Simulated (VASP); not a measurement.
The system is LuSb.

```
Lu Sb
1.0
     0.00000    3.03933    3.03933
     3.03933    0.00000    3.03933
     3.03933    3.03933    0.00000
Lu Sb
1 1
Direct
  0.00000 0.00000 0.00000
  0.50000 0.50000 0.50000
```

- Program: VASP 6.6.1
- Task: relaxation of cell and atoms
- Functional: PBEsol
- Potentials or basis: VASP PAW PBE potentials, release 64 (Lu, Sb)
- Cutoff: 600 eV
- k mesh: 12 × 12 × 12
- Occupations: fermi-dirac, width 0.1 eV
- Spin: no spin polarisation

At the start: pressure -2.2 GPa; volume 28.08 Å³/atom.

Task: How do energy, volume and symmetry change on relaxing?

Result: Over 6 steps the energy falls by 7.6 meV/atom and the volume is 27.08 Å³/atom (-3.6 %); space group Fm-3m (No. 225, to 0.05 Å).

The path:
```
step  energy change (eV)  largest force (eV/Å)  pressure (GPa)  volume (Å³)
   1              0.0000                0.0000           -2.23        56.15
   2             -0.0105                0.0000            1.48        53.04
   3             -0.0152                0.0000            0.13        54.09
   4             -0.0151                0.0000           -0.08        54.20
   5             -0.0151                0.0000           -0.08        54.16
   6             -0.0151                0.0000           -0.01        54.15
```

Final structure:
```
CELL_PARAMETERS angstrom
0.00000 3.00284 3.00284
3.00284 0.00000 3.00284
3.00284 3.00284 0.00000
ATOMIC_POSITIONS crystal
Lu 0.00000 0.00000 0.00000
Sb 0.50000 0.50000 0.50000
```

Caveat: the PAW data sets were made with another functional, which shifts forces and pressure a little.
